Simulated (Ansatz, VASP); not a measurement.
## Two plane-wave programs on HfSiO4

Contents of INCAR:

```
SYSTEM = HfSiO4
ALGO = Normal
EDIFF = 1E-6
ENCUT = 520
GGA = PE
ISIF = 2
ISMEAR = 0
LASPH = .True.
LCHARG = .True.
LELF = .True.
LREAL = .False.
LVHAR = .True.
LWAVE = .False.
NBANDS = 50
NELM = 80
PREC = Accurate
SIGMA = 0.02
```

File KPOINTS:

```
k-points
0
Gamma
  6 6 6
  0 0 0
```

POSCAR

```
HfSiO4
1.0
   -3.3224525161      3.3224525161      3.0074740540
    3.3224525161     -3.3224525161      3.0074740540
    3.3224525161      3.3224525161     -3.0074740540
Hf Si O
2 2 8
Direct
    0.0000000000      0.0000000000      0.0000000000
    0.7500000000      0.2500000000      0.5000000000
    0.2500000000      0.7500000000      0.5000000000
    0.5000000000      0.5000000000      0.0000000000
    0.1347298444      0.3189389224      0.8157909220
    0.0689389224      0.7531480004      0.6842090780
    0.0689389224      0.3847298444      0.3157909220
    0.5031480004      0.3189389224      0.1842090780
    0.6810610776      0.4968519996      0.8157909220
    0.6152701556      0.9310610776      0.6842090780
    0.2468519996      0.9310610776      0.3157909220
    0.6810610776      0.8652701556      0.1842090780
```

Input for Ansatz:

```yaml
crystal:
  lattice:
    - [-3.3224525161, 3.3224525161, 3.007474054]
    - [3.3224525161, -3.3224525161, 3.007474054]
    - [3.3224525161, 3.3224525161, -3.007474054]
  atoms:
    - { symbol: Hf, position: [0.0, 0.0, 0.0] }
    - { symbol: Hf, position: [0.75, 0.25, 0.5] }
    - { symbol: Si, position: [0.25, 0.75, 0.5] }
    - { symbol: Si, position: [0.5, 0.5, 0.0] }
    - { symbol: O, position: [0.1347298444, 0.3189389224, 0.815790922] }
    - { symbol: O, position: [0.0689389224, 0.7531480004, 0.684209078] }
    - { symbol: O, position: [0.0689389224, 0.3847298444, 0.315790922] }
    - { symbol: O, position: [0.5031480004, 0.3189389224, 0.184209078] }
    - { symbol: O, position: [0.6810610776, 0.4968519996, 0.815790922] }
    - { symbol: O, position: [0.6152701556, 0.9310610776, 0.684209078] }
    - { symbol: O, position: [0.2468519996, 0.9310610776, 0.315790922] }
    - { symbol: O, position: [0.6810610776, 0.8652701556, 0.184209078] }
basis:
  ecutwfc: 420
  xc_grid: 2
kpoints:
  mp_grid: { grid: [6, 6, 6] }
  band_path: { path: [VBM, CBM], npoints: 2 }
hamiltonian:
  xc: pbe
scf:
  occupations: { method: gaussian, width: 0.02 }
output:
  forces: true
  stress: true
  eigenvalues: true
```

Alike in both runs: task single point; functional PBE; k mesh 6 × 6 × 6; occupations gaussian, width 0.02 eV; no spin polarisation.

|  | VASP | Ansatz |
| --- | --- | --- |
| version | VASP 6.6.1 | Ansatz 0.2.0 |
| potentials or method | VASP PAW PBE potentials, release 64 (Hf_pv, Si, O), cutoff 520 eV | scalar-relativistic, plane waves, PAW |
| valence electrons in the cell | 76 | 108 |

Ansatz gave:

* gap on the k mesh at the Fermi level (eV): 5.33
* least direct gap on the mesh (eV): 5.65
* pressure (GPa): 0.0
* traceless stress, the component that is largest in VASP (GPa): -0.04
* rms of the force components (eV/Å): 0.001

Q: What did VASP give for the same quantities?

A: gap on the k mesh at the Fermi level (eV): 5.27; least direct gap on the mesh (eV): 5.60; pressure (GPa): -1.6; traceless stress, the component that is largest in VASP (GPa): 0.19; rms of the force components (eV/Å): 0.086.

Atom by atom the forces differ by 0.087 eV/Å (rms over components). VASP's potentials hold 76 valence electrons a cell and Ansatz's 108, so a difference there can come from the potentials and not from the codes.

Spin-orbit coupling is off throughout.
